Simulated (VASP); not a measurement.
MoS2, 3 atoms in the cell. The cell holds a slab with vacuum, 3 atoms: a = 3.137 Å, b = 3.137 Å, c = 20.058 Å, α = 90.00°, β = 90.00°, γ = 120.00°. 

- Program: VASP 6.6.1
- Task: single point
- Functional: PBE
- Dispersion: D3(BJ)
- Potentials or basis: VASP PAW PBE potentials, release 64 (S, Mo_sv)
- Cutoff: 520 eV
- k mesh: 12 × 12 × 1
- Occupations: gaussian, width 0.05 eV
- Spin: collinear spin
- Starting moments: [0.0, 0.0, 1.0] μB
- Dipole correction: yes
- Further INCAR settings: ALGO = Normal; EDIFF = 1e-06; NBANDS = 24

Potentials or basis: VASP PAW PBE potentials, release 64 (S, Mo_sv).

Command:

```console
$ cat potpaw_PBE.64/S/POTCAR potpaw_PBE.64/Mo_sv/POTCAR > POTCAR
$ mpirun -np 1 vasp_std > vasp.out
```

Hardware: 1 thread of Intel(R) Xeon(R) 6975P-C (Granite Rapids), with other jobs on the host.

Question: How long does it take, and how much memory?

Answer: Run time: 100 s on 1 thread of Intel(R) Xeon(R) 6975P-C (Granite Rapids) (shared host), peak memory 0.41 GiB. Counts: scf iterations 26, k points 19.
